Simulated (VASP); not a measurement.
CuAu:

```
Au Cu
1.0
     1.42355    0.82189    4.19865
    -1.42355    0.82189    4.19865
     0.00000   -1.64378    4.19865
Au Cu
1 1
Cartesian
  0.0000 0.0000 0.0000
  0.0000 0.0000 6.2980
```

Base run:

* Program: VASP 6.6.1
* Functional: PBE
* Potentials or basis: VASP PAW PBE potentials, release 64 (Au, Cu)
* Cutoff: 520 eV
* k mesh: 11 × 11 × 11
* Occupations: fermi-dirac, width 0.05 eV
* Spin: no spin polarisation

Its results: band gap on the k mesh zero (band 11 reaches 10.70 eV, above the bottom of band 12 at 6.40 eV); pressure 5.7 GPa.

Problem. After a change of settings the same cell gave: band gap on the k mesh zero (band 11 reaches 10.68 eV, above the bottom of band 12 at 6.15 eV); pressure 1.3 GPa. Which change was it?
A. functional from PBE to r2SCAN
B. functional from PBE to LDA; potentials or basis from VASP PAW PBE potentials, release 64 (Au, Cu) to VASP PAW LDA potentials, release 64 (Au, Cu)
C. functional from PBE to PBEsol; further incar settings from ALGO = Normal; EDIFF = 1e-06; NBANDS = 18 to ALGO = Normal; EDIFF = 1e-07; NBANDS = 18
D. functional from PBE to PBEsol; further incar settings from ALGO = Normal; EDIFF = 1e-06; NBANDS = 18 to ALGO = Fast; EDIFF = 1e-06; NBANDS = 18

Solution. A.

Caveats: spin-orbit coupling is left out, which moves the levels of the heavy elements; the PAW data sets were made with another functional, which shifts forces and pressure a little (some runs).
